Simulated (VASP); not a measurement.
Here is a VASP 6.6.1 calculation.

File INCAR:

```
  PREC = Accurate
  ENCUT = 520
  EDIFF = 1E-6
  ISMEAR = 0
  SIGMA = 0.1
  LREAL = False
  LASPH = True
  NELM = 60
  ALGO = Normal
  ISIF = 2
  LWAVE = False
  LCHARG = False
  GGA = PE
  NBANDS = 16
```

The input KPOINTS:

```
Automatic mesh
0
Gamma
  4 4 4
```

The input POSCAR:

```
CsSi2
1.0
    0.0000000000      3.7310979284      3.7310979284
    3.7310979284      0.0000000000      3.7310979284
    3.7310979284      3.7310979284      0.0000000000
Cs Si
1 2
Direct
    0.0000000000      0.0000000000      0.0000000000
    0.2500000000      0.2500000000      0.2500000000
    0.7500000000      0.7500000000      0.7500000000
```

Potentials or basis: VASP PAW PBE potentials, release 64 (Cs_sv, Si).

Run with:

```sh
$ cat potpaw_PBE.64/Cs_sv/POTCAR potpaw_PBE.64/Si/POTCAR > POTCAR
$ mpirun -np 1 vasp_std > vasp.out
```

Predict the pressure.

0.3 GPa.

Predict the band gap on the k mesh.

zero (an odd number of electrons rules out a gap without spin polarisation).

Caveat: the k points lie up to 0.36 Å⁻¹ apart, too coarse for converged energies and pressures of a metal; spin-orbit coupling is left out, which moves the levels of the heavy elements; an odd number of electrons without spin polarisation forces a metal; a magnetic or distorted state may lie lower.
